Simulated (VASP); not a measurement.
Write the native input for VASP 6.6.1 that does the following.

| Property | Result |
| --- | --- |
| Task | single point |
| Functional | PBEsol |
| Potentials or basis | VASP PAW PBE potentials, release 64 (Hf_pv, O) |
| Cutoff | 520 eV |
| k mesh | 4 × 4 × 6 |
| Occupations | gaussian, width 0.01 eV |
| Spin | no spin polarisation |
| Dipole correction | no |
| Further INCAR settings | ALGO = Normal; EDIFF = 1e-06; NBANDS = 31 |

The structure of HfO2 lies in POSCAR:

```
HfO2
1.0
    4.7484772819      0.0000000000      0.0000000000
    0.0000000000      4.7484772819      0.0000000000
    0.0000000000      0.0000000000      3.1620932705
Hf O
2 4
Direct
    0.0000000000      0.0000000000      0.0000000000
    0.5000000000      0.5000000000      0.5000000000
    0.1949550000      0.8050450000      0.5000000000
    0.3050450000      0.3050450000      0.0000000000
    0.6949550000      0.6949550000      0.0000000000
    0.8050450000      0.1949550000      0.5000000000
```

These files were run (other wordings do the same):

INCAR

```
PREC     = Accurate       # precision mode
ENCUT    = 520            # plane-wave cutoff, eV
EDIFF    = 1E-6           # SCF threshold, eV
ISMEAR   = 0              # smearing method
SIGMA    = 0.01           # smearing width, eV
LREAL    = F              # projectors in reciprocal space
LASPH    = T              # aspherical terms in the spheres
NELM     = 100            # most SCF steps
ALGO     = Normal         # electronic algorithm
ISIF     = 2              # what is computed and relaxed
LWAVE    = F              # write WAVECAR
LCHARG   = T              # write CHGCAR
GGA      = PS             # functional
LELF     = T              # ELF
LVHAR    = T            
NBANDS   = 31             # bands
```

KPOINTS

```
regular mesh
0
Gamma
  4 4 6
```

Potentials or basis: VASP PAW PBE potentials, release 64 (Hf_pv, O).

Run with:

```bash
$ cat potpaw_PBE.64/Hf_pv/POTCAR potpaw_PBE.64/O/POTCAR > POTCAR
$ mpirun -np 1 vasp_std > vasp.out
```

Results of the run:

```yaml
Pressure: 9.5 GPa
Largest_force: 0.108 eV/Å
Band_gap_on_the_k_mesh: 4.03 eV
```

Caveat: the cell stands under pressure; the PAW data sets were made with another functional, which shifts forces and pressure a little; spin-orbit coupling is left out, which moves the levels of the heavy elements.

Wall time 32 s on 1 thread of Intel(R) Xeon(R) Platinum 8488C (Sapphire Rapids), on a shared host, peak memory 0.2 GiB.
